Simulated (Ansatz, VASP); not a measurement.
## Hg in VASP and in Ansatz

INCAR

```
ALGO = Normal
EDIFF = 1E-8
ENCUT = 520
GGA = PE
ISIF = 2
ISMEAR = -1
LASPH = T
LCHARG = F
LEFG = T
LREAL = F
LWAVE = F
NBANDS = 19
NELM = 80
PREC = Accurate
SIGMA = 0.05
```

File KPOINTS:

```
k-points
0
Gamma
  8 8 8
```

Contents of POSCAR:

```
Hg
1.0
    0.0000000000      3.3303445432      3.3303445432
    3.3303445432      0.0000000000      3.3303445432
    3.3303445432      3.3303445432      0.0000000000
Hg
2
Direct
   -0.2375000000     -0.0875000000     -0.0875000000
    0.2375000000      0.0875000000      0.0875000000
```

Input for Ansatz:

```yaml
crystal:
  lattice:
    - [0.0, 3.3303445432, 3.3303445432]
    - [3.3303445432, 0.0, 3.3303445432]
    - [3.3303445432, 3.3303445432, 0.0]
  atoms:
    - { symbol: Hg, position: [-0.2375, -0.0875, -0.0875] }
    - { symbol: Hg, position: [0.2375, 0.0875, 0.0875] }
kpoints:
  mp_grid: { grid: [8, 8, 8] }
scf:
  occupations: { method: fermi_dirac, width: 0.05 }
hamiltonian:
  xc: pbe
  pseudopotentials: { kind: paw }
output:
  forces: true
  stress: true
  eigenvalues: true
  efg: { contact_densities: true }
  populations: true
```

Change from the starting cell: shortest bond scaled by 0.7, PAW files.

Alike in both runs: task electric field gradients; functional PBE; k mesh 8 × 8 × 8; occupations fermi-dirac, width 0.05 eV; no spin polarisation.

```csv
,VASP,Ansatz
version,VASP 6.6.1,Ansatz 0.2.0
potentials or method,"VASP PAW PBE potentials, release 64 (Hg)","PAW with Ansatz's default frozen-core files, scalar-relativistic"
plane-wave cutoff (eV),520,420
valence electrons in the cell,24,40
```

```csv
,VASP,Ansatz,Ansatz less VASP
pressure (GPa),33.7,32.1,-1.64
"traceless stress, the component that is largest in VASP (GPa)",-36.38,-34.68,+1.708
rms of the force components (eV/Å),14.277,13.603,-0.6748
size of Vzz on the site where it differs most (V/Å²),716.0,418.6,-297.40
```

Atom by atom the forces differ by 0.675 eV/Å (rms over components). Both programs put the cell under a high pressure, so it lies far from rest at this level. The functional is the same, so the differences come from potentials, cutoffs and numerics. VASP's potentials hold 24 valence electrons a cell and Ansatz's 40, so a difference there can come from the potentials and not from the codes.

Neither program's run includes spin-orbit coupling.
